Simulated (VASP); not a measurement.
**Si16O (a cell with a defect): single point with LDA**

System: Si16O (a cell with a defect).

```
Si O
1.0
     0.00000    5.43000    5.43000
     5.43000    0.00000    5.43000
     5.43000    5.43000    0.00000
Si O
16 1
Cartesian
  0.0202 -0.0394 0.0968
  1.3346 1.1789 1.5844
  2.8364 2.7606 -0.1748
  4.0737 4.0600 1.3765
  3.0352 -0.1135 2.8272
  4.2603 1.4282 4.2347
  5.4773 2.7226 2.7618
  6.5422 4.1908 4.1797
  -0.0766 2.8916 2.5127
  1.1744 4.2110 3.9076
  2.7826 5.5993 2.7051
  4.2884 6.8304 4.0717
  2.7732 2.8907 5.1578
  4.0295 4.2581 6.4492
  5.5221 5.6745 5.5193
  7.0470 7.0964 6.7770
  8.8344 9.0889 9.1203
```

```json
{
  "Program": "VASP 6.6.1",
  "Task": "single point",
  "Functional": "LDA",
  "Potentials or basis": "VASP PAW LDA potentials, release 64 (Si, O)",
  "Cutoff": "520 eV",
  "k mesh": "2 × 2 × 2",
  "Occupations": "fermi-dirac, width 0.02 eV",
  "Spin": "collinear spin, zero start",
  "Starting moments": "[0.0, 0.0, 0.0, 0.0, 0.0, 0.0, 0.0, 0.0, 0.0, 0.0, 0.0, 0.0, 0.0, 0.0, 0.0, 0.0, 0.0] μB"
}
```

| Item | Value |
| --- | --- |
| Pressure | -0.8 GPa |
| Largest force | 1.514 eV/Å |
| Band gap on the k mesh | 0.12 eV |
| Net moment | 0.00 μB per cell |
| Valence electrons inside the program's atomic spheres | Si 1.74, 1.64, 1.61, 1.70, 1.60, 1.73, 1.71, 1.66, 1.68, 1.76, 1.69 (each value once); O 4.96 |

Forces in eV/Å, atoms in the order of the input:
```
Si   0.302 -0.006  0.350
Si   0.639  0.513 -0.170
Si  -0.311  1.170 -0.059
Si  -0.684 -0.272  0.411
Si  -0.653 -0.522  1.133
Si  -0.498 -0.577 -1.173
Si   0.052  0.619 -0.480
Si   1.009 -0.394 -0.142
Si  -0.423 -0.616  0.143
Si   1.491  0.249 -0.084
Si   0.243 -0.751  0.154
Si  -0.692 -0.031 -0.898
Si  -1.038  0.248 -0.139
Si   0.862 -0.061  0.782
Si   0.895  0.362  0.571
Si  -0.748 -0.612  0.046
O   -0.446  0.682 -0.445
```

Stress tensor (GPa, compression positive):
```
 0.15 -0.40 -0.59
-0.40 -1.51  2.02
-0.59  2.02 -1.14
```

Levels at points of the mesh, in eV from the valence-band top:
Spin up:
```
           k point  band 31  band 32  band 33  band 34  band 35  band 36  band 37  band 38  band 39  band 40
(0.00, 0.00, 0.00)    -1.15    -0.77    -0.34    -0.27     0.00     0.12     0.29     0.41     0.70     0.77
(0.50, 0.00, 0.00)    -1.83    -1.19    -1.01    -0.87    -0.49     0.99     1.08     1.10     1.18     1.33
(0.00, 0.50, 0.00)    -1.65    -1.51    -1.13    -0.70    -0.51     0.69     1.03     1.07     1.14     1.38
(0.00, 0.00, 0.50)    -1.74    -1.53    -1.10    -0.83    -0.52     0.67     0.96     1.08     1.17     1.35
(0.50, 0.50, 0.50)    -1.58    -1.07    -1.00    -0.87    -0.11     0.37     0.83     0.98     1.06     1.21
(0.50, 0.50, 0.00)    -1.86    -1.53    -1.43    -1.32    -0.74     0.66     0.94     1.10     2.06     2.16
(0.00, 0.50, 0.50)    -1.79    -1.66    -1.46    -1.21    -1.13     0.71     0.92     1.04     1.95     2.08
(0.50, 0.00, 0.50)    -1.73    -1.67    -1.41    -1.28    -0.77     0.53     0.95     1.10     1.96     2.16
```
Spin down:
| k point | band 31 | band 32 | band 33 | band 34 | band 35 | band 36 | band 37 | band 38 | band 39 | band 40 |
| --- | --- | --- | --- | --- | --- | --- | --- | --- | --- | --- |
| (0.00, 0.00, 0.00) | -1.15 | -0.77 | -0.34 | -0.27 | 0.00 | 0.12 | 0.29 | 0.41 | 0.70 | 0.77 |
| (0.50, 0.00, 0.00) | -1.83 | -1.19 | -1.01 | -0.87 | -0.49 | 0.99 | 1.08 | 1.10 | 1.18 | 1.33 |
| (0.00, 0.50, 0.00) | -1.65 | -1.51 | -1.13 | -0.70 | -0.51 | 0.69 | 1.03 | 1.07 | 1.14 | 1.38 |
| (0.00, 0.00, 0.50) | -1.74 | -1.53 | -1.10 | -0.83 | -0.52 | 0.67 | 0.96 | 1.08 | 1.17 | 1.35 |
| (0.50, 0.50, 0.50) | -1.58 | -1.07 | -1.00 | -0.87 | -0.11 | 0.37 | 0.83 | 0.98 | 1.06 | 1.21 |
| (0.50, 0.50, 0.00) | -1.86 | -1.53 | -1.43 | -1.32 | -0.74 | 0.66 | 0.94 | 1.10 | 2.06 | 2.16 |
| (0.00, 0.50, 0.50) | -1.79 | -1.66 | -1.46 | -1.21 | -1.13 | 0.71 | 0.92 | 1.04 | 1.95 | 2.08 |
| (0.50, 0.00, 0.50) | -1.73 | -1.67 | -1.41 | -1.28 | -0.77 | 0.53 | 0.95 | 1.10 | 1.96 | 2.16 |

Wall time 4.3 min on 1 thread of Intel(R) Xeon(R) 6975P-C (Granite Rapids) (shared host), peak memory 0.48 GiB.

Caveat: the k points lie up to 0.50 Å⁻¹ apart.
